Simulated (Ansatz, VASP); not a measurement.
## AlRu: VASP beside Ansatz

```xyz
4
Lattice="2.9763 0.0000 0.0000 0.0000 2.9763 0.0000 0.0000 0.0000 5.9527" Properties=species:S:1:pos:R:3 pbc="T T T"
Al    0.0000    0.0000   -0.0292
Al    0.0000    0.0000    3.0055
Ru    1.4112    1.4882    1.4882
Ru    1.5652    1.4882    4.4645
```

Change from the starting cell: mode 4 frozen in at -0.077 Å and mode 12 at -0.029 Å (largest displacements).

Alike in both runs: task single point; functional PBEsol; k mesh 16 × 16 × 8; occupations gaussian, width 0.15 eV; no spin polarisation.

```csv
,VASP,Ansatz
version,VASP 6.6.1,Ansatz 0.2.0
potentials or method,"VASP PAW PBE potentials, release 64 (Al, Ru_pv), cutoff 520 eV","scalar-relativistic, plane waves, PAW"
valence electrons in the cell,34,38
```

|  | VASP | Ansatz | Ansatz less VASP |
| --- | --- | --- | --- |
| gap on the k mesh at the Fermi level (eV) | none | none | - |
| pressure (GPa) | 0.7 | 0.6 | -0.10 |
| traceless stress, the component that is largest in VASP (GPa) | -0.21 | -0.20 | +0.005 |
| rms of the force components (eV/Å) | 0.343 | 0.340 | -0.0031 |

VASP's potentials were made for PBE, not for PBEsol, and Ansatz warns of the same on its side. Atom by atom the forces differ by 0.003 eV/Å (rms over components). A gap of «none» marks a metal or a gap that the smearing closes. With one functional, cell and mesh, what is left measures potentials, basis and numerics. VASP's potentials hold 34 valence electrons a cell and Ansatz's 38, so a difference there can come from the potentials and not from the codes.
